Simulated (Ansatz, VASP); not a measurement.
**Two plane-wave programs on Hg2O**

```
Hg O
1.0
    -3.65464    0.17460    0.01975
    -0.90156   -0.89706   -4.96976
    -0.55284   -7.20760    0.00827
Hg O
4 2
Direct
  0.71915 0.79813 0.84124
  0.71363 0.78496 0.34593
  0.05850 0.38647 0.53766
  0.07996 0.37893 0.02600
  0.58667 0.07495 0.60354
  0.58201 0.07999 0.10676
```

Change from the starting cell: cell x2, atoms moved at random (sigma 0.05 Å) and cell strained at random (1.5 %), then relaxed without symmetry.

Alike in both runs: task relaxation of cell and atoms; functional PBE; k mesh 6 × 4 × 4; occupations gaussian, width 0.2 eV; no spin polarisation.

|  | VASP | Ansatz |
| --- | --- | --- |
| version | VASP 6.6.1 | Ansatz 0.2.0 |
| potentials or method | VASP PAW PBE potentials, release 64 (Hg, O), cutoff 600 eV | scalar-relativistic, plane waves, PAW |
| valence electrons in the cell | 60 | 92 |

```csv
,VASP,Ansatz,Ansatz less VASP
"gap on the k mesh at the Fermi level, each at its own relaxed structure (eV)",none,none,-
relaxed volume (Å³/atom),22.47,22.40,-0.072
relaxed cell length with the largest relative difference (Å),5.225,5.211,-0.0137
```

A gap of «none» marks a metal or a gap that the smearing closes. VASP's potentials hold 60 valence electrons a cell and Ansatz's 92, so a difference there can come from the potentials and not from the codes.

Neither program's run includes spin-orbit coupling.
